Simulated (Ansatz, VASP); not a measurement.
One calculation of TaAs, two programs

```
As Ta
1.0
     3.46290    0.00000    0.00000
     0.00000    3.46290    0.00000
     0.00000    0.00000   25.76941
As Ta
4 4
Direct
  0.00000 0.00000 0.29104
  0.50000 0.00000 0.40489
  0.50000 0.50000 0.51873
  0.00000 0.50000 0.63257
  0.00000 0.50000 0.36743
  0.00000 0.00000 0.48127
  0.50000 0.00000 0.59511
  0.50000 0.50000 0.70896
```

Alike in both runs: task single point; functional PBE; k mesh 10 × 10 × 1; occupations gaussian, width 0.1 eV; no spin polarisation.

|  | VASP | Ansatz |
| --- | --- | --- |
| version | VASP 6.6.1 | Ansatz 0.2.0 |
| potentials or method | VASP PAW PBE potentials, release 64 (As, Ta_pv), cutoff 520 eV | scalar-relativistic, plane waves, PAW |
| valence electrons in the cell | 64 | 112 |

```csv
,VASP,Ansatz,Ansatz less VASP
gap on the k mesh at the Fermi level (eV),none,none,-
rms of the force components (eV/Å),0.327,0.328,+0.0007
"work function, face that differs most (eV)",5.34,5.34,+0.003
```

A gap of «none» marks a metal or a gap that the smearing closes. VASP's potentials hold 64 valence electrons a cell and Ansatz's 112, so a difference there can come from the potentials and not from the codes. Ansatz's warnings: xc potential rough in thin density.

Spin-orbit coupling is off throughout.
